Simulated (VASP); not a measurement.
# Sc4Mo (Pm-3m) in VASP: notebook

Sc4Mo is run at these levels: PBE; tasks: relaxation of cell and atoms, single point.

Program: VASP 6.6.1. These are calculated values, not measurements. Logs are shortened: lines on timing, memory, paths and dates and some standing lists are left out, and cuts for length are marked.

### Step 1. The cell of the first run

It takes space group Pm-3m (No. 221, cubic). The conventional cell has a = 4.409 Å, b = 4.409 Å, c = 4.409 Å, α = 90.00°, β = 90.00°, γ = 90.00°. Sc (site symmetry m-3m) has 6 Sc at 2.20 Å within 2.9 Å. Sc (site symmetry 4/mmm) has 2 Sc at 2.20 Å within 2.9 Å. Within 4.1 Å of Mo (site symmetry m-3m) lie 20 Sc at 3.12 to 3.82 Å.

### Step 2. Relaxation of cell and atoms, PBE

INCAR

```
SYSTEM = Sc4Mo
  ALGO = Fast
  EDIFF = 1E-6
  EDIFFG = -0.04
  ENCUT = 600
  GGA = PE
  IBRION = 2
  ISIF = 3
  ISMEAR = 0
  LASPH = .TRUE.
  LCHARG = .FALSE.
  LREAL = .FALSE.
  LWAVE = .FALSE.
  NELM = 100
  NSW = 90
  PREC = Accurate
  SIGMA = 0.1
```

KPOINTS

```
k-points
0
G
  4 4 4
  0 0 0
```

POSCAR

```
Sc4Mo
1.0
    4.4089228100      0.0000000000      0.0000000000
    0.0000000000      4.4089228100      0.0000000000
    0.0000000000      0.0000000000      4.4089228100
Sc Mo
4 1
Direct
    0.5000000000      0.5000000000      0.5000000000
    0.0000000000      0.5000000000      0.5000000000
    0.5000000000      0.0000000000      0.5000000000
    0.5000000000      0.5000000000      0.0000000000
    0.0000000000      0.0000000000      0.0000000000
```

Potentials or basis: VASP PAW PBE potentials, release 64 (Sc_sv, Mo_sv).

Run with:

```console
> cat potpaw_PBE.64/Sc_sv/POTCAR potpaw_PBE.64/Mo_sv/POTCAR > POTCAR
> mpirun -np 1 vasp_std > vasp.out
```

OUTCAR:

```text
SYSTEM = Sc4Mo
   EDIFF = 1E-6
   EDIFFG = -0.04
   ENCUT = 600
   GGA = PE
   IBRION = 2
   ISIF = 3
   ISMEAR = 0
   LASPH = .TRUE.
   LREAL = .FALSE.
   NELM = 100
   NSW = 90
   PREC = Accurate

 ion  position               nearest neighbor table
   1  0.500  0.500  0.500-   2 2.20   3 2.20   4 2.20   4 2.20   3 2.20   2 2.20
   2  0.000  0.500  0.500-   1 2.20   1 2.20   4 3.12   5 3.12   4 3.12   5 3.12   3 3.12   5 3.12
                             5 3.12   3 3.12   3 3.12   4 3.12   4 3.12   3 3.12
   3  0.500  0.000  0.500-   1 2.20   1 2.20   4 3.12   5 3.12   4 3.12   5 3.12   2 3.12   2 3.12
                             4 3.12   4 3.12   2 3.12   5 3.12   5 3.12   2 3.12
   4  0.500  0.500  0.000-   1 2.20   1 2.20   3 3.12   5 3.12   2 3.12   2 3.12   3 3.12   3 3.12
                             5 3.12   3 3.12   2 3.12   5 3.12   2 3.12   5 3.12
   5  0.000  0.000  0.000-   2 3.12   3 3.12   4 3.12   2 3.12   3 3.12   2 3.12   4 3.12   2 3.12
                             3 3.12   4 3.12   3 3.12   4 3.12

  LATTYP: Found a simple cubic cell.
 ALAT       =     4.4089228100

  Lattice vectors:

 A1 = (   4.4089228100,   0.0000000000,   0.0000000000)
 A2 = (   0.0000000000,   4.4089228100,   0.0000000000)
 A3 = (   0.0000000000,   0.0000000000,   4.4089228100)

Analysis of symmetry for initial positions (statically):
=====================================================================
 Subroutine PRICEL returns:
 Original cell was already a primitive cell.

 Routine SETGRP: Setting up the symmetry group for a
 simple cubic supercell.

 Subroutine GETGRP returns: Found 48 space group operations
 (whereof 48 operations were pure point group operations)
 out of a pool of 48 trial point group operations.

The static configuration has the point symmetry O_h .

Analysis of symmetry for dynamics (positions and initial velocities):
=====================================================================
 Subroutine PRICEL returns:
 Original cell was already a primitive cell.

 Routine SETGRP: Setting up the symmetry group for a
 simple cubic supercell.

 Subroutine GETGRP returns: Found 48 space group operations
 (whereof 48 operations were pure point group operations)
 out of a pool of 48 trial point group operations.

The dynamic configuration has the point symmetry O_h .

 Subroutine INISYM returns: Found 48 space group operations
 (whereof 48 operations are pure point group operations),
 and found     1 'primitive' translations

----------------------------------------------------------------------------------------

                                     Primitive cell
[... 75 lines left out ...]
   ICHARG =      2    charge: 1-file 2-atom 10-const
   ISPIN  =      1    spin polarized calculation?
   LNONCOLLINEAR =      F non collinear calculations
   LSORBIT =      F    spin-orbit coupling
   LASPH  =      T    aspherical Exc in radial PAW
   ENCUT  =  600.0 eV  44.10 Ry    6.64 a.u.   8.81  8.81  8.81*2*pi/ulx,y,z
   NELM   =    100;   NELMIN=  2; NELMDL= -5     # of ELM steps
   EDIFF  = 0.1E-05   stopping-criterion for ELM
   LREAL  =      F    real-space projection
   EDIFFG = -.4E-01   stopping-criterion for IOM
   NSW    =     90    number of steps for IOM
   IBRION =      2    ionic relax: 0-MD 1-quasi-New 2-CG
   NFREE  =      1    steps in history (QN), initial steepest desc. (CG)
   ISIF   =      3    stress and relaxation
   ISYM   =      2    0-nonsym 1-usesym 2-fastsym
   POTIM  = 0.5000    time-step for ionic-motion
   TEBEG  =    0.0;   TEEND  =   0.0 temperature during run
   PSTRESS=    0.0 pullay stress
   NELECT =      58.0000    total number of electrons
   NUPDOWN=      -1.0000    fix difference up-down
   EMIN   =  10.00;   EMAX   =-10.00  energy-range for DOS
   EFERMI =   0.00;   METHOD = LEGACY
   ISMEAR =     0;   SIGMA  =   0.10  broadening in eV -4-tet -1-fermi 0-gaus
   EFERMI_NEDOS =   21; number of points for ismear=-14 and -15
   IALGO  =     68    algorithm
   IMIX   =      4    mixing-type and parameters
     AMIX     =   0.40;   BMIX     =  1.00
     AMIX_MAG =   1.60;   BMIX_MAG =  1.00
  volume/ion in A,a.u.               =      17.14       115.67
  Fermi-wavevector in a.u.,A,eV,Ry     =   1.437314  2.716130 28.107890  2.065872
  Thomas-Fermi vector in A             =   2.556405
   LORBIT       =      0    0 simple, 1 ext, 2 COOP (PROOUT), +10 PAW based schemes
   GGA     = PE    functional components
   LHFCALC =     F    Hartree Fock is set to
   AEXX    =    0.0000 exact exchange contribution
   IVDW    =     0    specifies the selected vdW correction
   LEPSILON=     F    determine dielectric tensor
   LRPA    =     F    only Hartree local field effects (RPA)
 conjugate gradient relaxation of ions
 non-spin polarized calculation
 RMM-DIIS sequential band-by-band and
 Gauss-broadening in eV      SIGMA  =   0.10
  energy-cutoff  :      600.00
  volume of cell :       85.70
 maximum number of plane-waves:      2897
 NGX is ok and might be reduce to    36
   NGX = 17   NGY = 17   NGZ = 17

--------------------------------------- Ionic step        1  -------------------------------------------

 number of electron      57.9999985 magnetization

 Free energy of the ion-electron system (eV)
  ---------------------------------------------------
  ext. energy  EPLUGINS =         0.00000000
  ---------------------------------------------------
  free energy    TOTEN  =       -27.48461511 eV

  energy without entropy =      -27.46908925  energy(sigma->0) =      -27.47685218

------------------------ aborting loop because EDIFF is reached ----------------------------------------

  FORCE on cell =-STRESS in cart. coord.  units (eV):
  Direction    XX          YY          ZZ          XY          YZ          ZX
  --------------------------------------------------------------------------------------
  -------------------------------------------------------------------------------------
  Total       11.8675874     11.8675874     11.8675874      0.0000000     -0.0000000     -0.0000000
  in kB      221.8582262    221.8582262    221.8582262      0.0000000     -0.0000000     -0.0000000
  external PRESSURE =     221.8582262 kB  Pullay stress =       0.0000000 kB
[... 104 lines left out ...]
--------------------------------------- Ionic step        4  -------------------------------------------

 number of electron      58.0000018 magnetization

 Free energy of the ion-electron system (eV)
  ---------------------------------------------------
  ext. energy  EPLUGINS =         0.00000000
  ---------------------------------------------------
  free energy    TOTEN  =       -28.93901996 eV

  energy without entropy =      -28.89575320  energy(sigma->0) =      -28.91738658

 E-fermi :   4.4933     XC(G=0): -10.3396

 val. band max:        4.4847748354   @ k =   0.2500   0.2500   0.2500
 cond. band min:       4.5407640987   @ k =   0.5000   0.2500   0.2500
 fundamental gap:      0.0559892633
 Fermi energy:         4.4932994680

 k-point     1 :       0.0000    0.0000    0.0000
  band No.  band energies     occupation
      1     -56.3419      2.00000
      2     -44.8545      2.00000
      3     -44.6727      2.00000
      4     -44.6727      2.00000
      5     -43.4872      2.00000
      6     -30.3641      2.00000
[... 391 lines left out ...]
  FREE ENERGIE OF THE ION-ELECTRON SYSTEM (eV)
  ---------------------------------------------------
  free  energy   TOTEN  =       -28.9390199597 eV

  energy  without entropy=      -28.8957531966  energy(sigma->0) =      -28.91738658

 reached required accuracy - stopping structural energy minimisation
```

OSZICAR:

```text
N       E                     dE             d eps       ncg     rms          rms(c)
DAV:   1     0.128291878870E+04    0.12829E+04   -0.29588E+04   680   0.219E+03
DAV:   2     0.766185924659E+02   -0.12063E+04   -0.11967E+04   936   0.838E+02
DAV:   3    -0.262796295942E+02   -0.10290E+03   -0.10083E+03  1068   0.337E+02
DAV:   4    -0.326248958090E+02   -0.63453E+01   -0.61120E+01  1128   0.666E+01
[... 135 lines left out ...]
RMM:   9    -0.289390094473E+02   -0.87705E-05   -0.10034E-04   734   0.453E-02    0.622E-03
RMM:  10    -0.289390158338E+02   -0.63864E-05   -0.62358E-05   647   0.374E-02    0.456E-03
RMM:  11    -0.289390174748E+02   -0.16411E-05   -0.23178E-05   562   0.221E-02    0.241E-03
RMM:  12    -0.289390190460E+02   -0.15712E-05   -0.18736E-05   542   0.180E-02    0.165E-03
RMM:  13    -0.289390199597E+02   -0.91365E-06   -0.86815E-06   479   0.123E-02
   4 F= -.28939020E+02 E0= -.28917387E+02  d E =-.145440E+01
```

It took 5 min on 1 thread of Intel Xeon Platinum 8259CL at 2.50GHz (Skylake/Cascade Lake), shared host; peak memory 0.22 GiB.

What came out:

```
Free energy                            : -28.9390 eV
Relaxed volume                         : 22.56 Å³/atom
Relaxed cell                           : a = 4.832 Å, b = 4.832 Å, c = 4.832 Å, α = 90.00°, β = 90.00°, γ = 90.00°
Space group after relaxing (to 0.05 Å) : Pm-3m (No. 221)
Energy gained by relaxing              : 290.9 meV/atom
Ionic steps                            : 4
Pressure after relaxing                : 0.0 GPa
Band gap on the k mesh                 : zero (band 29 reaches 4.86 eV, above the bottom of band 30 at 3.96 eV)
```

The path:
| step | energy change (eV) | largest force (eV/Å) | pressure (GPa) | volume (Å³) |
| --- | --- | --- | --- | --- |
| 1 | 0.0000 | 0.0000 | 22.19 | 85.70 |
| 2 | -1.4133 | 0.0000 | -2.19 | 118.64 |
| 3 | -1.4534 | 0.0000 | 0.38 | 111.87 |
| 4 | -1.4544 | 0.0000 | -0.03 | 112.79 |

Final structure:
```xyz
5
Lattice="4.8316 0.0000 0.0000 0.0000 4.8316 0.0000 0.0000 0.0000 4.8316" Properties=species:S:1:pos:R:3 pbc="T T T"
Sc    2.4158    2.4158    2.4158
Sc    0.0000    2.4158    2.4158
Sc    2.4158    0.0000    2.4158
Sc    2.4158    2.4158    0.0000
Mo    0.0000    0.0000    0.0000
```

Levels at points of the mesh, in eV from the Fermi level:
```tsv
k point	band 25	band 26	band 27	band 28	band 29	band 30	band 31	band 32	band 33	band 34
(0.00, 0.00, 0.00)	-1.65	-1.65	-0.55	-0.55	-0.52	0.08	0.08	0.08	1.78	1.78
(0.50, 0.00, 0.00)	-1.11	-1.07	-0.62	-0.62	-0.58	-0.53	-0.07	0.28	1.13	1.66
(0.50, 0.50, 0.00)	-1.33	-1.33	-0.39	-0.26	0.37	0.41	0.70	0.73	1.01	1.01
(0.50, 0.50, 0.50)	-0.50	-0.50	-0.50	0.14	0.14	1.06	1.06	1.06	1.15	1.50
```

Caveat: the volume moved by over 15 % at a fixed basis, so the end points are rough.

### Step 3. Single point, PBE, collinear spin, ferromagnetic start

This run uses another cell than the first one, of 22.23 Å³/atom, 1.297 times its volume.

INCAR

```
PREC = Accurate ; ENCUT = 520
EDIFF = 1E-6 ; ISMEAR = 0
SIGMA = 0.1 ; LREAL = False
LASPH = True ; NELM = 150
ALGO = Normal ; ISIF = 2
LWAVE = False ; LCHARG = False
ISPIN = 2 ; MAGMOM = 1 1 1 1 1
LORBIT = 11 ; LMAXMIX = 4
GGA = PE ; NBANDS = 41
```

KPOINTS

```
regular mesh
0
Gamma
  4 4 4
```

Edit POSCAR of step 2 so:

```diff
@@ -2,5 +2,5 @@
 1.0
-    4.4089228100      0.0000000000      0.0000000000
-    0.0000000000      4.4089228100      0.0000000000
-    0.0000000000      0.0000000000      4.4089228100
+    4.8083440427      0.0000000000      0.0000000000
+    0.0000000000      4.8083440427      0.0000000000
+    0.0000000000      0.0000000000      4.8083440427
 Sc Mo
```

Potentials or basis: VASP PAW PBE potentials, release 64 (Sc_sv, Mo_sv).

Run with:

```console
> cat potpaw_PBE.64/Sc_sv/POTCAR potpaw_PBE.64/Mo_sv/POTCAR > POTCAR
> mpirun -np 1 vasp_std > vasp.out
```

Wall time 2.3 min (1 thread of Intel Xeon Platinum 8259CL at 2.50GHz (Skylake/Cascade Lake), shared host); peak memory 0.27 GiB.

Results (log left out):

* Free energy: -28.9455 eV
* Pressure: 0.7 GPa
* Band gap on the k mesh: zero (filled and empty bands overlap)
* Net moment: 0.00 μB per cell
* Valence electrons inside the program's atomic spheres: Sc 10.44, 9.58; Mo 11.98

Levels at points of the mesh, in eV from the Fermi level:
Spin up:
```csv
k point,band 26,band 27,band 28,band 29,band 30,band 31,band 32,band 33
"(0.00, 0.00, 0.00)",-1.69,-0.57,-0.57,-0.49,0.07,0.07,0.07,1.82
"(0.50, 0.00, 0.00)",-1.10,-0.63,-0.63,-0.60,-0.55,-0.07,0.29,1.14
"(0.50, 0.50, 0.00)",-1.36,-0.40,-0.27,0.37,0.42,0.69,0.74,0.74
"(0.50, 0.50, 0.50)",-0.50,-0.50,0.15,0.15,1.08,1.08,1.08,1.21
```
Spin down:
```csv
k point,band 27,band 28,band 29,band 30,band 31,band 32
"(0.00, 0.00, 0.00)",-0.57,-0.57,-0.49,0.07,0.07,0.07
"(0.50, 0.00, 0.00)",-0.62,-0.62,-0.60,-0.55,-0.07,0.29
"(0.50, 0.50, 0.00)",-0.40,-0.27,0.37,0.42,0.69,0.74
"(0.50, 0.50, 0.50)",-0.50,0.15,0.15,1.08,1.08,1.08
```
